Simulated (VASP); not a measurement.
Set up this calculation in VASP 6.6.1, as the native input.

```
Task                   : single point
Functional             : PBEsol
Potentials or basis    : VASP PAW PBE potentials, release 64 (Sr_sv)
Cutoff                 : 520 eV
k mesh                 : 12 × 12 × 8
Occupations            : gaussian, width 0.15 eV
Spin                   : no spin polarisation
Dipole correction      : no
Further INCAR settings : ALGO = Fast; EDIFF = 1e-06; NBANDS = 17
```

The structure of Sr lies in POSCAR:

```
Sr
1.0
    4.1945366888      0.0000000000      0.0000000000
   -2.0972683444      3.6325753296      0.0000000000
    0.0000000000      0.0000000000      6.8785266073
Sr
2
Direct
    0.1664495862      0.6666666667      0.2175802664
    0.8335504138      0.3333333333      0.7824197336
```

This cell differs from its parent crystal: atoms displaced along a vibrational mode.

These files were run (other wordings do the same):

INCAR

```
SYSTEM = Sr
PREC = Accurate
ENCUT = 520
EDIFF = 1E-6
ISMEAR = 0
SIGMA = 0.15
LREAL = .False.
LASPH = .True.
NELM = 100
ALGO = Fast
ISIF = 2
LWAVE = .False.
LCHARG = .False.
GGA = PS
NBANDS = 17
```

KPOINTS

```
regular mesh
0
Gamma
  12 12 8
  0 0 0
```

Potentials or basis: VASP PAW PBE potentials, release 64 (Sr_sv).

Command:

```console
$ cat potpaw_PBE.64/Sr_sv/POTCAR > POTCAR
$ mpirun -np 1 vasp_std > vasp.out
```

It gave:

| Item | Value |
| --- | --- |
| Pressure | 0.6 GPa |
| Largest force | 1.107 eV/Å |
| Band gap on the k mesh | zero (bands 10 and 11 overlap by 0.45 eV) |

Caveat: the cell differs from its parent crystal (atoms displaced along a vibrational mode); the PAW data sets were made with another functional, which shifts forces and pressure a little.

It took 41 min on 1 thread of Intel Xeon 8259CL, on a shared host, peak memory 0.91 GiB.
